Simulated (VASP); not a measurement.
Input of a VASP 6.6.1 run:

File INCAR:

```
PREC = Accurate
ENCUT = 520
EDIFF = 1E-6
ISMEAR = 0
SIGMA = 0.01
LREAL = F
LASPH = T
NELM = 80
ALGO = Normal
ISIF = 2
LWAVE = F
LCHARG = T
GGA = PE
LELF = T
LVHAR = T
NBANDS = 11
```

Contents of KPOINTS:

```
regular mesh
0
Gamma
  10 10 10
```

POSCAR

```
BN
1.0
    0.0000000000      1.7340478833      1.7340478833
    1.7340478833      0.0000000000      1.7340478833
    1.7340478833      1.7340478833      0.0000000000
B N
1 1
Direct
    0.0000000000      0.0000000000      0.0000000000
    0.5000000000      0.5000000000      0.5000000000
```

Potentials or basis: VASP PAW PBE potentials, release 64 (B, N).

Run with:

```console
$ cat potpaw_PBE.64/B/POTCAR potpaw_PBE.64/N/POTCAR > POTCAR
$ mpirun -np 1 vasp_std > vasp.out
```

Question: Predict the band gap on the k mesh.

Answer: 1.49 eV, indirect (least direct gap 5.93 eV).

Question: Estimate the pressure.

Answer: 12.2 GPa.

 A k mesh can miss the band edges.
